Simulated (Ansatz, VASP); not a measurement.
SnO2: VASP beside Ansatz

```
Sn O
1.0
     3.20372    0.00000    0.00000
    -1.60186    2.75908    0.00000
     0.00000    0.00000    9.42847
Sn O
2 4
Direct
  0.74916 0.00000 0.50000
  0.25084 0.00000 0.00000
  0.41540 0.33245 0.39536
  0.91705 0.33245 0.10464
  0.08295 0.66755 0.60464
  0.58460 0.66755 0.89536
```

Alike in both runs: functional r2SCAN; k mesh 12 × 12 × 2; occupations gaussian, width 0.05 eV; no spin polarisation.

Ansatz relaxed the structure, and its values are those at the end. VASP's run is a single point on that final structure, the one shown.

|  | VASP | Ansatz |
| --- | --- | --- |
| version | VASP 6.6.1 | Ansatz 0.2.0 |
| potentials or method | VASP PAW PBE potentials, release 64 (Sn_d, O), cutoff 520 eV | scalar-relativistic, plane waves, PAW |
| valence electrons in the cell | 52 | 52 |

|  | VASP | Ansatz | Ansatz less VASP |
| --- | --- | --- | --- |
| gap on the k mesh at the Fermi level (eV) | 2.62 | 2.63 | +0.004 |
| least direct gap on the mesh (eV) | 2.87 | 2.87 | -0.001 |
| pressure (GPa) | 1.1 | 0.0 | -1.09 |
| rms of the force components (eV/Å) | 0.042 | 0.001 | -0.0407 |

VASP's potentials were made for PBE, not for r2SCAN. The functional is the same, so the differences come from potentials, cutoffs and numerics.
